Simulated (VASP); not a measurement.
A run of VASP 6.6.1 is set up as follows.

File POSCAR:

```
C
1.0
    0.0000000000      1.7801423691      1.7801423691
    1.7801423691      0.0000000000      1.7801423691
    1.7801423691      1.7801423691      0.0000000000
C
2
Direct
    0.0000000000      0.0000000000      0.0000000000
    0.2500000000      0.2500000000      0.2500000000
```

INCAR.step1

```
SYSTEM = C
PREC = Accurate ; ENCUT = 1430
ISMEAR = 0 ; SIGMA = 0.01
LREAL = .FALSE. ; LASPH = .TRUE.
NELM = 120 ; NBANDS = 11
GGA = PE ; ALGO = Normal
EDIFF = 1E-5 ; LWAVE = .TRUE.
LCHARG = .FALSE. ; GGA_COMPAT = .FALSE.
```

INCAR.step2

```
SYSTEM = C
PREC = Accurate ; ENCUT = 1430
EDIFF = 1E-6 ; ISMEAR = 0
SIGMA = 0.01 ; LREAL = .FALSE.
LASPH = .TRUE. ; NELM = 120
ALGO = Normal ; ISIF = 2
LWAVE = .FALSE. ; LCHARG = .FALSE.
METAGGA = R2SCAN ; LMIXTAU = .TRUE.
NBANDS = 11 ; ISTART = 1
GGA_COMPAT = .FALSE.
```

Contents of KPOINTS:

```
regular mesh
0
G
  10 10 10
  0 0 0
```

Potentials or basis: VASP PAW PBE potentials, release 64 (C_h).

Command:

```bash
$ cat potpaw_PBE.64/C_h/POTCAR > POTCAR
$ cp INCAR.step1 INCAR
$ mpirun -np 1 vasp_std > vasp.out
$ cp INCAR.step2 INCAR
$ mpirun -np 1 vasp_std > vasp.out
```

Problem. Predict the pressure.

Solution. -0.6 GPa.

Problem. Estimate the band gap on the k mesh.

Solution. 4.41 eV (least direct gap 5.89 eV).

Caveat: the PAW data sets were made with another functional, which shifts forces and pressure a little. A k mesh can miss the band edges.
